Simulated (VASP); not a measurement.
# BN (P6_3/mmc) in VASP: further runs

The runs below take BN through single point, with PBEsol.

Program: VASP 6.6.1. These are calculated values, not measurements. Logs are shortened: lines on timing, memory, paths and dates and some standing lists are left out, and cuts for length are marked.

**1. The cell of the first run**

Symmetry: P6_3/mmc, No. 194, hexagonal system. The conventional cell has a = 2.474 Å, b = 2.474 Å, c = 5.282 Å, α = 90.00°, β = 90.00°, γ = 120.00°. N (site symmetry -6m2) has 3 B at 1.43 Å within 1.9 Å. Within 1.9 Å of B (site symmetry -6m2) lie 3 N at 1.43 Å.

**2. Single point, PBEsol**

The input, INCAR:

```
SYSTEM = BN
PREC = Accurate
ENCUT = 520
EDIFF = 1E-6
ISMEAR = -1
SIGMA = 0.05
LREAL = .FALSE.
LASPH = .TRUE.
NELM = 80
ALGO = Normal
ISIF = 2
LWAVE = .FALSE.
LCHARG = .TRUE.
GGA = PS
LELF = .TRUE.
LVHAR = .TRUE.
NBANDS = 16
```

The input, KPOINTS:

```
Automatic mesh
0
G
  12 12 4
  0 0 0
```

The input, POSCAR:

```
BN
1.0
    2.4738478212      0.0000000000      0.0000000000
   -1.2369239106      2.1424150582      0.0000000000
    0.0000000000      0.0000000000      5.2816066546
N B
2 2
Direct
    0.6666666667      0.3333333333      0.2500000000
    0.3333333333      0.6666666667      0.7500000000
    0.6666666667      0.3333333333      0.7500000000
    0.3333333333      0.6666666667      0.2500000000
```

Potentials or basis: VASP PAW PBE potentials, release 64 (N, B).

On the command line:

```
$ cat potpaw_PBE.64/N/POTCAR potpaw_PBE.64/B/POTCAR > POTCAR
$ mpirun -np 1 vasp_std > vasp.out
```

OUTCAR:

```text
SYSTEM = BN
   PREC = Accurate
   ENCUT = 520
   EDIFF = 1E-6
   ISMEAR = -1
   LREAL = .FALSE.
   LASPH = .TRUE.
   NELM = 80
   ISIF = 2
   GGA = PS

 ion  position               nearest neighbor table
   1  0.667  0.333  0.250-   4 1.43   4 1.43   4 1.43
   2  0.333  0.667  0.750-   3 1.43   3 1.43   3 1.43
   3  0.667  0.333  0.750-   2 1.43   2 1.43   2 1.43
   4  0.333  0.667  0.250-   1 1.43   1 1.43   1 1.43

  LATTYP: Found a hexagonal cell.
 ALAT       =     2.4738478212
 C/A-ratio  =     2.1349763754

  Lattice vectors:

 A1 = (   2.4738478212,   0.0000000000,   0.0000000000)
 A2 = (  -1.2369239106,   2.1424150582,   0.0000000000)
 A3 = (   0.0000000000,   0.0000000000,   5.2816066546)

Analysis of symmetry for initial positions (statically):
=====================================================================
 Subroutine PRICEL returns:
 Original cell was already a primitive cell.

 Routine SETGRP: Setting up the symmetry group for a
 hexagonal supercell.

 Subroutine GETGRP returns: Found 24 space group operations
 (whereof 12 operations were pure point group operations)
 out of a pool of 24 trial point group operations.

The static configuration has the point symmetry D_3d.
 The point group associated with its full space group is D_6h.

Analysis of symmetry for dynamics (positions and initial velocities):
=====================================================================
 Subroutine PRICEL returns:
 Original cell was already a primitive cell.

 Routine SETGRP: Setting up the symmetry group for a
 hexagonal supercell.

 Subroutine GETGRP returns: Found 24 space group operations
 (whereof 12 operations were pure point group operations)
 out of a pool of 24 trial point group operations.

The dynamic configuration has the point symmetry D_3d.
 The point group associated with its full space group is D_6h.

 Subroutine INISYM returns: Found 24 space group operations
 (whereof 12 operations are pure point group operations),
 and found     1 'primitive' translations

----------------------------------------------------------------------------------------

                                     Primitive cell

  volume of cell :      27.9926

  direct lattice vectors                    reciprocal lattice vectors
     2.473847821  0.000000000  0.000000000     0.404228583  0.233381481  0.000000000
    -1.236923911  2.142415058  0.000000000     0.000000000  0.466762963  0.000000000
     0.000000000  0.000000000  5.281606655     0.000000000  0.000000000  0.189336326

  length of vectors
     2.473847821  2.473847821  5.281606655     0.466762963  0.466762963  0.189336326

  position of ions in fractional coordinates (direct lattice)
     0.666666667  0.333333333  0.250000000
     0.333333333  0.666666667  0.750000000
     0.666666667  0.333333333  0.750000000
     0.333333333  0.666666667  0.250000000

  ion indices of the primitive-cell ions
   primitive index   ion index
                 1           1
                 2           2
                 3           3
                 4           4

----------------------------------------------------------------------------------------

 KPOINTS: Automatic mesh

Automatic generation of k-mesh.
 Grid dimensions read from file:
 generate k-points for:   12   12    4

 Generating k-lattice:

  Cartesian coordinates                     Fractional coordinates (reciprocal lattice)
     0.033685715  0.019448457  0.000000000     0.083333333  0.000000000  0.000000000
     0.000000000  0.038896914  0.000000000     0.000000000  0.083333333  0.000000000
     0.000000000  0.000000000  0.047334082     0.000000000  0.000000000  0.250000000

  Length of vectors
     0.038896914  0.038896914  0.047334082

  Shift w.r.t. Gamma in fractional coordinates (k-lattice)
     0.000000000  0.000000000  0.000000000

 Subroutine IBZKPT returns following result:
 ===========================================

 Found     57 irreducible k-points:

 Following reciprocal coordinates:
            Coordinates               Weight
  0.000000  0.000000  0.000000      1.000000
  0.083333  0.000000  0.000000      6.000000
  0.166667  0.000000  0.000000      6.000000
  0.250000  0.000000  0.000000      6.000000
  0.333333  0.000000  0.000000      6.000000
  0.416667  0.000000  0.000000      6.000000
[... 16 lines left out ...]
  0.250000  0.000000  0.250000     12.000000
  0.333333  0.000000  0.250000     12.000000
 [... further k-points ...]
   k-points           NKPTS =     57   k-points in BZ     NKDIM =     57   number of bands    NBANDS=     16
   number of dos      NEDOS =    301   number of ions     NIONS =      4
   total plane-waves  NPLWV =  12960
   dimension x,y,z NGX =    18 NGY =   18 NGZ =   40
   dimension x,y,z NGXF=    36 NGYF=   36 NGZF=   80
   ions per type =               2   2
   NGX,Y,Z   is equivalent  to a cutoff of  12.10, 12.10, 12.59 a.u.
   NGXF,Y,Z  is equivalent  to a cutoff of  24.19, 24.19, 25.18 a.u.
 SYSTEM =  BN
   PREC   = accura    normal or accurate (medium, high low for compatibility)
   ISTART =      0    job   : 0-new  1-cont  2-samecut
   ICHARG =      2    charge: 1-file 2-atom 10-const
   ISPIN  =      1    spin polarized calculation?
   LNONCOLLINEAR =      F non collinear calculations
   LSORBIT =      F    spin-orbit coupling
   LASPH  =      T    aspherical Exc in radial PAW
   ENCUT  =  520.0 eV  38.22 Ry    6.18 a.u.   4.60  4.60  9.82*2*pi/ulx,y,z
   NELM   =     80;   NELMIN=  2; NELMDL= -5     # of ELM steps
   EDIFF  = 0.1E-05   stopping-criterion for ELM
   LREAL  =      F    real-space projection
   EDIFFG = 0.1E-04   stopping-criterion for IOM
   NSW    =      0    number of steps for IOM
   IBRION =     -1    ionic relax: 0-MD 1-quasi-New 2-CG
   NFREE  =      0    steps in history (QN), initial steepest desc. (CG)
   ISIF   =      2    stress and relaxation
   ISYM   =      2    0-nonsym 1-usesym 2-fastsym
   POTIM  = 0.5000    time-step for ionic-motion
   TEBEG  =    0.0;   TEEND  =   0.0 temperature during run
   PSTRESS=    0.0 pullay stress
   NELECT =      16.0000    total number of electrons
   NUPDOWN=      -1.0000    fix difference up-down
   EMIN   =  10.00;   EMAX   =-10.00  energy-range for DOS
   EFERMI =   0.00;   METHOD = LEGACY
   ISMEAR =    -1;   SIGMA  =   0.05  broadening in eV -4-tet -1-fermi 0-gaus
   EFERMI_NEDOS =   21; number of points for ismear=-14 and -15
   IALGO  =     38    algorithm
   IMIX   =      4    mixing-type and parameters
     AMIX     =   0.40;   BMIX     =  1.00
     AMIX_MAG =   1.60;   BMIX_MAG =  1.00
  volume/ion in A,a.u.               =       7.00        47.23
  Fermi-wavevector in a.u.,A,eV,Ry     =   1.358628  2.567435 25.114592  1.845870
  Thomas-Fermi vector in A             =   2.485445
   LORBIT       =      0    0 simple, 1 ext, 2 COOP (PROOUT), +10 PAW based schemes
   GGA     = PS    functional components
   LHFCALC =     F    Hartree Fock is set to
   AEXX    =    0.0000 exact exchange contribution
   IVDW    =     0    specifies the selected vdW correction
   LEPSILON=     F    determine dielectric tensor
   LRPA    =     F    only Hartree local field effects (RPA)
 non-spin polarized calculation
  energy-cutoff  :      520.00
  volume of cell :       27.99
 maximum number of plane-waves:       768
   NGX =  9   NGY =  9   NGZ = 19

 number of electron      15.9999995 magnetization

 Free energy of the ion-electron system (eV)
  ---------------------------------------------------
  ext. energy  EPLUGINS =         0.00000000
  ---------------------------------------------------
  free energy    TOTEN  =       -36.18583325 eV

  energy without entropy =      -36.18583325  energy(sigma->0) =      -36.18583325

 E-fermi :   5.9442     XC(G=0): -11.8746

 val. band max:        4.8236407417   @ k =   0.2500   0.2500   0.0000
 cond. band min:       8.5846069773   @ k =   0.5000   0.0000   0.2500
 fundamental gap:      3.7609662356
 Fermi energy:         5.9442281975

 k-point     1 :       0.0000    0.0000    0.0000
  band No.  band energies     occupation
      1     -14.0656      2.00000
      2     -12.6851      2.00000
      3      -3.4117      2.00000
      4       2.2702      2.00000
      5       3.1148      2.00000
      6       3.1148      2.00000
[... 8 lines left out ...]
     15      17.6464      0.00000
     16      17.8078      0.00000

 k-point     2 :       0.0833    0.0000    0.0000
  band No.  band energies     occupation
      1     -13.9193      2.00000
      2     -12.5558      2.00000
      3      -3.2162      2.00000
      4       2.4244      2.00000
      5       2.5263      2.00000
      6       2.8301      2.00000
[... 8 lines left out ...]
     15      17.2703      0.00000
     16      18.2509      0.00000

 k-point     3 :       0.1667    0.0000    0.0000
  band No.  band energies     occupation
      1     -13.4866      2.00000
      2     -12.1762      2.00000
      3      -2.6356      2.00000
      4       1.0346      2.00000
      5       1.4235      2.00000
      6       2.1460      2.00000
[... 8 lines left out ...]
     15      18.8947      0.00000
     16      19.2892      0.00000

 k-point     4 :       0.2500    0.0000    0.0000
  band No.  band energies     occupation
      1     -12.7901      2.00000
      2     -11.5775      2.00000
      3      -1.6910      2.00000
      4      -0.8574      2.00000
      5      -0.3717      2.00000
      6       1.3636      2.00000
[... 8 lines left out ...]
     15      20.7247      0.00000
     16      21.2294      0.00000
[... 324 lines left out ...]
 k-point    22 :       0.1667    0.0000    0.2500
  band No.  band energies     occupation
      1     -13.3284      2.00000
      2     -12.4122      2.00000
      3      -1.9773      2.00000
      4       1.1074      2.00000
      5       1.2269      2.00000
      6       1.9537      2.00000
[... 8 lines left out ...]
     15      18.7987      0.00000
     16      19.0604      0.00000

 k-point    23 :       0.2500    0.0000    0.2500
  band No.  band energies     occupation
      1     -12.6413      2.00000
      2     -11.7918      2.00000
      3      -1.2455      2.00000
      4      -0.5851      2.00000
      5      -0.4875      2.00000
      6       1.4176      2.00000
[... 8 lines left out ...]
     15      20.7828      0.00000
     16      21.1362      0.00000

 k-point    24 :       0.3333    0.0000    0.2500
  band No.  band energies     occupation
      1     -11.7539      2.00000
      2     -11.0206      2.00000
      3      -2.7073      2.00000
      4      -2.3032      2.00000
      5       0.2225      2.00000
      6       0.7549      2.00000
[... 8 lines left out ...]
     15      22.8637      0.00000
     16      23.4412      0.00000

 [... further k-points ...]

------------------------ aborting loop because EDIFF is reached ----------------------------------------

  FORCE on cell =-STRESS in cart. coord.  units (eV):
  Direction    XX          YY          ZZ          XY          YZ          ZX
  --------------------------------------------------------------------------------------
  -------------------------------------------------------------------------------------
  Total        3.6283082      3.6283082      3.4694821      0.0000000     -0.0000000      0.0000000
  in kB      207.6692076    207.6692075    198.5786661      0.0000000     -0.0000000      0.0000000
  external PRESSURE =     204.6390271 kB  Pullay stress =       0.0000000 kB

 VOLUME and BASIS-vectors are now :
 -----------------------------------------------------------------------------
  energy-cutoff  :      520.00
  volume of cell :       27.99
      direct lattice vectors                 reciprocal lattice vectors
     2.473847821  0.000000000  0.000000000     0.404228583  0.233381481  0.000000000
    -1.236923911  2.142415058  0.000000000     0.000000000  0.466762963  0.000000000
     0.000000000  0.000000000  5.281606655     0.000000000  0.000000000  0.189336326

 POSITION                                       TOTAL-FORCE (eV/Angst)
 -----------------------------------------------------------------------------------
      1.23692      0.71414      1.32040         0.000000     -0.000000      0.000000
     -0.00000      1.42828      3.96120         0.000000      0.000000      0.000000
      1.23692      0.71414      3.96120         0.000000     -0.000000      0.000000
     -0.00000      1.42828      1.32040        -0.000000      0.000000      0.000000
 -----------------------------------------------------------------------------------
    total drift:                               -0.000000      0.000000      0.000000

  FREE ENERGIE OF THE ION-ELECTRON SYSTEM (eV)
  ---------------------------------------------------
  free  energy   TOTEN  =       -36.1858332462 eV

  energy  without entropy=      -36.1858332462  energy(sigma->0) =      -36.18583325
```

It took 29 s on 1 thread of Intel Xeon Platinum 8259CL at 2.50GHz (Skylake/Cascade Lake), shared host; peak memory 0.14 GiB.

What came out:

| Item | Value |
| --- | --- |
| Free energy | -36.1858 eV |
| Pressure | 20.5 GPa |
| Band gap on the k mesh | 3.76 eV, indirect (least direct gap 4.25 eV) |

Stress tensor (GPa, compression positive):
```
20.77  0.00  0.00
 0.00 20.77  0.00
 0.00  0.00 19.86
```

Levels at points of the mesh, in eV from the valence-band top:
```tsv
k point	band 6	band 7	band 8	band 9	band 10	band 11
(0.00, 0.00, 0.00)	-1.71	-1.43	-1.43	7.16	11.17	11.17
(0.50, 0.00, 0.00)	-4.28	-3.04	-0.42	4.02	7.05	9.39
(0.00, 0.00, 0.50)	-1.57	-1.57	-1.57	10.66	10.66	11.47
(0.50, 0.00, 0.50)	-4.50	-1.32	-1.32	4.38	4.38	10.00
```

Caveat: the PAW data sets were made with another functional, which shifts forces and pressure a little. A k mesh can miss the band edges.

**3. Single point, PBEsol**

This run uses another cell than the first one, of 7.61 Å³/atom, 1.088 times its volume.

The input, INCAR:

```
SYSTEM = BN
PREC = Accurate
ENCUT = 520
EDIFF = 1E-6
ISMEAR = -1
SIGMA = 0.05
LREAL = .False.
LASPH = .True.
NELM = 100
ALGO = Normal
ISIF = 2
LWAVE = .False.
LCHARG = .False.
GGA = PS
NBANDS = 16
```

The input, KPOINTS:

```
Automatic mesh
0
Gamma
  12 12 4
  0 0 0
```

The input, POSCAR:

```
BN
1.0
    2.4870078827      0.0000000000      0.0000000000
   -1.2435039413      2.1538120058      0.0000000000
    0.0000000000      0.0000000000      5.6837481780
N B
2 2
Direct
    0.6666666667      0.3333333333      0.2500000000
    0.3333333333      0.6666666667      0.7500000000
    0.6666666667      0.3333333333      0.7500000000
    0.3333333333      0.6666666667      0.2500000000
```

Potentials or basis: VASP PAW PBE potentials, release 64 (N, B).

On the command line:

```
$ cat potpaw_PBE.64/N/POTCAR potpaw_PBE.64/B/POTCAR > POTCAR
$ mpirun -np 1 vasp_std > vasp.out
```

It took 22 s on 1 thread of Intel Xeon Platinum 8259CL at 2.50GHz (Skylake/Cascade Lake), shared host; peak memory 0.14 GiB.

The run converged. Its results:

```
Free energy            : -36.4113 eV
Pressure               : 10.4 GPa
Band gap on the k mesh : 3.97 eV, indirect (least direct gap 4.23 eV)
```

Stress tensor (GPa, compression positive):
```
10.68  0.00  0.00
 0.00 10.68  0.00
 0.00  0.00  9.84
```

Levels at points of the mesh, in eV from the valence-band top:
```
           k point  band 6  band 7  band 8  band 9  band 10  band 11
(0.00, 0.00, 0.00)   -1.42   -1.27   -1.27    6.36    11.43    11.43
(0.50, 0.00, 0.00)   -4.10   -2.29   -0.21    4.02     6.53     9.73
(0.00, 0.00, 0.50)   -1.35   -1.35   -1.35    9.60     9.60    11.62
(0.50, 0.00, 0.50)   -4.22   -1.07   -1.07    4.55     4.55    10.07
```

Caveat: the PAW data sets were made with another functional, which shifts forces and pressure a little. PBEsol gaps usually lie below the measured ones, often by a third to a half.
